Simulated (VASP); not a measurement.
# LiCaF3 (Pm-3m) in VASP: a series of runs

Runs on LiCaF3. Level: PBE. Tasks: single point, relaxation of cell and atoms.

Everything below comes from runs of VASP 6.6.1. Logs are shortened: lines on timing, memory, paths and dates and some standing lists are left out, and cuts for length are marked.

**1. The cell of the first run**

Symmetry: Pm-3m, No. 221, cubic system. Conventional cell: a = 3.761 Å, b = 3.761 Å, c = 3.761 Å, α = 90.00°, β = 90.00°, γ = 90.00°. Within 3.5 Å of Ca (site symmetry m-3m) lie 12 F at 2.66 Å and 8 Li at 3.26 Å. Li (site symmetry m-3m) has 6 F at 1.88 Å within 2.5 Å. Within 2.5 Å of F (site symmetry 4/mmm) lie 2 Li at 1.88 Å.

**2. Single point, PBE**

File INCAR:

```
ALGO = Normal
EDIFF = 1E-6
ENCUT = 750
GGA = PE
GGA_COMPAT = F
ISIF = 2
ISMEAR = 1
LASPH = T
LCHARG = F
LREAL = F
LWAVE = F
NBANDS = 25
NELM = 120
PREC = Accurate
SIGMA = 0.02
```

File KPOINTS:

```
k-points
0
Gamma
  5 5 5
```

File POSCAR:

```
LiCaF3
1.0
    3.7605178015      0.0000000000      0.0000000000
    0.0000000000      3.7605178015      0.0000000000
    0.0000000000      0.0000000000      3.7605178015
Ca Li F
1 1 3
Direct
    0.0000000000      0.0000000000      0.0000000000
    0.5000000000      0.5000000000      0.5000000000
    0.5000000000      0.5000000000      0.0000000000
    0.0000000000      0.5000000000      0.5000000000
    0.5000000000      0.0000000000      0.5000000000
```

Potentials or basis: VASP PAW PBE potentials, release 64 (Ca_sv, Li_sv, F).

Started as:

```bash
> cat potpaw_PBE.64/Ca_sv/POTCAR potpaw_PBE.64/Li_sv/POTCAR potpaw_PBE.64/F/POTCAR > POTCAR
> mpirun -np 1 vasp_std > vasp.out
```

OUTCAR:

```text
EDIFF = 1E-6
   ENCUT = 750
   GGA = PE
   ISIF = 2
   ISMEAR = 1
   LASPH = T
   LREAL = F
   NELM = 120
   PREC = Accurate

 ion  position               nearest neighbor table
   1  0.000  0.000  0.000-
   2  0.500  0.500  0.500-   3 1.88   4 1.88   5 1.88   3 1.88   5 1.88   4 1.88
   3  0.500  0.500  0.000-   2 1.88   2 1.88
   4  0.000  0.500  0.500-   2 1.88   2 1.88
   5  0.500  0.000  0.500-   2 1.88   2 1.88

  LATTYP: Found a simple cubic cell.
 ALAT       =     3.7605178015

  Lattice vectors:

 A1 = (   3.7605178015,   0.0000000000,   0.0000000000)
 A2 = (   0.0000000000,   3.7605178015,   0.0000000000)
 A3 = (   0.0000000000,   0.0000000000,   3.7605178015)

Analysis of symmetry for initial positions (statically):
=====================================================================
 Subroutine PRICEL returns:
 Original cell was already a primitive cell.

 Routine SETGRP: Setting up the symmetry group for a
 simple cubic supercell.

 Subroutine GETGRP returns: Found 48 space group operations
 (whereof 48 operations were pure point group operations)
 out of a pool of 48 trial point group operations.

The static configuration has the point symmetry O_h .

Analysis of symmetry for dynamics (positions and initial velocities):
=====================================================================
 Subroutine PRICEL returns:
 Original cell was already a primitive cell.

 Routine SETGRP: Setting up the symmetry group for a
 simple cubic supercell.

 Subroutine GETGRP returns: Found 48 space group operations
 (whereof 48 operations were pure point group operations)
 out of a pool of 48 trial point group operations.

The dynamic configuration has the point symmetry O_h .

 Subroutine INISYM returns: Found 48 space group operations
 (whereof 48 operations are pure point group operations),
 and found     1 'primitive' translations

----------------------------------------------------------------------------------------

                                     Primitive cell

  volume of cell :      53.1793

  direct lattice vectors                    reciprocal lattice vectors
     3.760517801  0.000000000  0.000000000     0.265920826  0.000000000  0.000000000
     0.000000000  3.760517801  0.000000000     0.000000000  0.265920826  0.000000000
     0.000000000  0.000000000  3.760517801     0.000000000  0.000000000  0.265920826

  length of vectors
     3.760517801  3.760517801  3.760517801     0.265920826  0.265920826  0.265920826

  position of ions in fractional coordinates (direct lattice)
     0.000000000  0.000000000  0.000000000
     0.500000000  0.500000000  0.500000000
     0.500000000  0.500000000  0.000000000
     0.000000000  0.500000000  0.500000000
     0.500000000  0.000000000  0.500000000

  ion indices of the primitive-cell ions
   primitive index   ion index
                 1           1
                 2           2
                 3           3
                 4           4
                 5           5

----------------------------------------------------------------------------------------

 KPOINTS: k-points

Automatic generation of k-mesh.
 Grid dimensions read from file:
 generate k-points for:    5    5    5

 Generating k-lattice:

  Cartesian coordinates                     Fractional coordinates (reciprocal lattice)
     0.053184165  0.000000000  0.000000000     0.200000000  0.000000000  0.000000000
     0.000000000  0.053184165  0.000000000     0.000000000  0.200000000  0.000000000
     0.000000000  0.000000000  0.053184165     0.000000000  0.000000000  0.200000000

  Length of vectors
     0.053184165  0.053184165  0.053184165

  Shift w.r.t. Gamma in fractional coordinates (k-lattice)
     0.000000000  0.000000000  0.000000000

 Subroutine IBZKPT returns following result:
 ===========================================

 Found     10 irreducible k-points:

 Following reciprocal coordinates:
            Coordinates               Weight
  0.000000  0.000000  0.000000      1.000000
  0.200000  0.000000  0.000000      6.000000
  0.400000  0.000000  0.000000      6.000000
  0.200000  0.200000  0.000000     12.000000
  0.400000  0.200000  0.000000     24.000000
  0.400000  0.400000  0.000000     12.000000
  0.200000  0.200000  0.200000      8.000000
  0.400000  0.200000  0.200000     24.000000
  0.400000  0.400000  0.200000     24.000000
  0.400000  0.400000  0.400000      8.000000
   k-points           NKPTS =     10   k-points in BZ     NKDIM =     10   number of bands    NBANDS=     25
   number of dos      NEDOS =    301   number of ions     NIONS =      5
   total plane-waves  NPLWV =  46656
   dimension x,y,z NGX =    36 NGY =   36 NGZ =   36
   dimension x,y,z NGXF=    72 NGYF=   72 NGZF=   72
   ions per type =               1   1   3
   NGX,Y,Z   is equivalent  to a cutoff of  15.91, 15.91, 15.91 a.u.
   NGXF,Y,Z  is equivalent  to a cutoff of  31.83, 31.83, 31.83 a.u.
 SYSTEM =  unknown system
   PREC   = accura    normal or accurate (medium, high low for compatibility)
   ISTART =      0    job   : 0-new  1-cont  2-samecut
   ICHARG =      2    charge: 1-file 2-atom 10-const
   ISPIN  =      1    spin polarized calculation?
   LNONCOLLINEAR =      F non collinear calculations
   LSORBIT =      F    spin-orbit coupling
   LASPH  =      T    aspherical Exc in radial PAW
   ENCUT  =  750.0 eV  55.12 Ry    7.42 a.u.   8.40  8.40  8.40*2*pi/ulx,y,z
   NELM   =    120;   NELMIN=  2; NELMDL= -5     # of ELM steps
   EDIFF  = 0.1E-05   stopping-criterion for ELM
   LREAL  =      F    real-space projection
   EDIFFG = 0.1E-04   stopping-criterion for IOM
   NSW    =      0    number of steps for IOM
   IBRION =     -1    ionic relax: 0-MD 1-quasi-New 2-CG
   NFREE  =      0    steps in history (QN), initial steepest desc. (CG)
   ISIF   =      2    stress and relaxation
   ISYM   =      2    0-nonsym 1-usesym 2-fastsym
   POTIM  = 0.5000    time-step for ionic-motion
   TEBEG  =    0.0;   TEEND  =   0.0 temperature during run
   PSTRESS=    0.0 pullay stress
   NELECT =      34.0000    total number of electrons
   NUPDOWN=      -1.0000    fix difference up-down
   EMIN   =  10.00;   EMAX   =-10.00  energy-range for DOS
   EFERMI =   0.00;   METHOD = LEGACY
   ISMEAR =     1;   SIGMA  =   0.02  broadening in eV -4-tet -1-fermi 0-gaus
   EFERMI_NEDOS =   21; number of points for ismear=-14 and -15
   IALGO  =     38    algorithm
   IMIX   =      4    mixing-type and parameters
     AMIX     =   0.40;   BMIX     =  1.00
     AMIX_MAG =   1.60;   BMIX_MAG =  1.00
  volume/ion in A,a.u.               =      10.64        71.77
  Fermi-wavevector in a.u.,A,eV,Ry     =   1.410328  2.665134 27.062332  1.989025
  Thomas-Fermi vector in A             =   2.532293
   LORBIT       =      0    0 simple, 1 ext, 2 COOP (PROOUT), +10 PAW based schemes
   GGA     = PE    functional components
   LHFCALC =     F    Hartree Fock is set to
   AEXX    =    0.0000 exact exchange contribution
   IVDW    =     0    specifies the selected vdW correction
   LEPSILON=     F    determine dielectric tensor
   LRPA    =     F    only Hartree local field effects (RPA)
 non-spin polarized calculation
 Methfessel and Paxton  Order N= 1 SIGMA  =   0.02
  energy-cutoff  :      750.00
  volume of cell :       53.18
 maximum number of plane-waves:      2517
 NGX is ok and might be reduce to    36
   NGX = 17   NGY = 17   NGZ = 17

 number of electron      33.9999985 magnetization

 Free energy of the ion-electron system (eV)
  ---------------------------------------------------
  ext. energy  EPLUGINS =         0.00000000
  ---------------------------------------------------
  free energy    TOTEN  =       -26.10793496 eV

  energy without entropy =      -26.10856780  energy(sigma->0) =      -26.10814591

 E-fermi :   0.0047     XC(G=0): -10.2755

 val. band max:       -0.0075959652   @ k =   0.4000   0.4000   0.4000
 cond. band min:       6.5625196664   @ k =   0.0000   0.0000   0.0000
 fundamental gap:      6.5701156316
 Fermi energy:         0.0047033764

 k-point     1 :       0.0000    0.0000    0.0000
  band No.  band energies     occupation
      1     -40.1072      2.00000
      2     -37.7062      2.00000
      3     -20.2153      2.00000
      4     -19.2873      2.00000
      5     -19.2873      2.00000
      6     -18.6223      2.00000
[... 17 lines left out ...]
     24      17.6068      0.00000
     25      17.6068      0.00000

 k-point     2 :       0.2000    0.0000    0.0000
  band No.  band energies     occupation
      1     -40.1059      2.00000
      2     -37.7031      2.00000
      3     -20.2339      2.00000
      4     -19.4585      2.00000
      5     -19.2804      2.00000
      6     -18.6165      2.00000
[... 17 lines left out ...]
     24      15.5986      0.00000
     25      17.5572      0.00000

 k-point     3 :       0.4000    0.0000    0.0000
  band No.  band energies     occupation
      1     -40.1037      2.00000
      2     -37.6981      2.00000
      3     -20.2663      2.00000
      4     -19.6532      2.00000
      5     -19.2693      2.00000
      6     -18.6071      2.00000
[... 17 lines left out ...]
     24      12.5763      0.00000
     25      17.4487      0.00000

 k-point     4 :       0.2000    0.2000    0.0000
  band No.  band energies     occupation
      1     -40.1046      2.00000
      2     -37.7000      2.00000
      3     -20.2203      2.00000
      4     -19.5480      2.00000
      5     -19.3453      2.00000
      6     -18.6108      2.00000
[... 17 lines left out ...]
     24      15.3486      0.00000
     25      15.9370      0.00000
[... 85 lines left out ...]
 k-point     8 :       0.4000    0.2000    0.2000
  band No.  band energies     occupation
      1     -40.1013      2.00000
      2     -37.6922      2.00000
      3     -20.1209      2.00000
      4     -19.7441      2.00000
      5     -19.4204      2.00000
      6     -18.6275      2.00000
[... 17 lines left out ...]
     24      13.0447      0.00000
     25      15.4636      0.00000

 k-point     9 :       0.4000    0.4000    0.2000
  band No.  band energies     occupation
      1     -40.0993      2.00000
      2     -37.6875      2.00000
      3     -19.9577      2.00000
      4     -19.7927      2.00000
      5     -19.5405      2.00000
      6     -18.6367      2.00000
[... 17 lines left out ...]
     24      13.4830      0.00000
     25      13.7034      0.00000

 k-point    10 :       0.4000    0.4000    0.4000
  band No.  band energies     occupation
      1     -40.0974      2.00000
      2     -37.6831      2.00000
      3     -19.8047      2.00000
      4     -19.6460      2.00000
      5     -19.6460      2.00000
      6     -18.6690      2.00000
[... 17 lines left out ...]
     24      14.1578      0.00000
     25      14.6585      0.00000

------------------------ aborting loop because EDIFF is reached ----------------------------------------

  FORCE on cell =-STRESS in cart. coord.  units (eV):
  Direction    XX          YY          ZZ          XY          YZ          ZX
  --------------------------------------------------------------------------------------
  -------------------------------------------------------------------------------------
  Total       -0.0644947     -0.0644947     -0.0644947     -0.0000000      0.0000000     -0.0000000
  in kB       -1.9430834     -1.9430834     -1.9430834     -0.0000000      0.0000000     -0.0000000
  external PRESSURE =      -1.9430834 kB  Pullay stress =       0.0000000 kB

 VOLUME and BASIS-vectors are now :
 -----------------------------------------------------------------------------
  energy-cutoff  :      750.00
  volume of cell :       53.18
      direct lattice vectors                 reciprocal lattice vectors
     3.760517801  0.000000000  0.000000000     0.265920826  0.000000000  0.000000000
     0.000000000  3.760517801  0.000000000     0.000000000  0.265920826  0.000000000
     0.000000000  0.000000000  3.760517801     0.000000000  0.000000000  0.265920826

 POSITION                                       TOTAL-FORCE (eV/Angst)
 -----------------------------------------------------------------------------------
      0.00000      0.00000      0.00000         0.000000      0.000000      0.000000
      1.88026      1.88026      1.88026         0.000000      0.000000      0.000000
      1.88026      1.88026      0.00000         0.000000      0.000000      0.000000
      0.00000      1.88026      1.88026         0.000000      0.000000      0.000000
      1.88026      0.00000      1.88026         0.000000      0.000000      0.000000
 -----------------------------------------------------------------------------------
    total drift:                                0.000000      0.000000      0.000000

  FREE ENERGIE OF THE ION-ELECTRON SYSTEM (eV)
  ---------------------------------------------------
  free  energy   TOTEN  =       -26.1079349609 eV

  energy  without entropy=      -26.1085677981  energy(sigma->0) =      -26.10814591
```

Run time: 38 s. Hardware: 1 thread of Intel Xeon 8259CL, shared host; peak memory 0.21 GiB.

Results:

```yaml
Free_energy: -26.1079 eV
Pressure: -0.2 GPa
Band_gap_on_the_k_mesh: 6.57 eV, indirect (least direct gap 6.60 eV)
```

A k mesh can miss the band edges. Expect the measured gap to be larger: semilocal functionals such as PBE lack the derivative discontinuity.

[end of part 1 of 2]
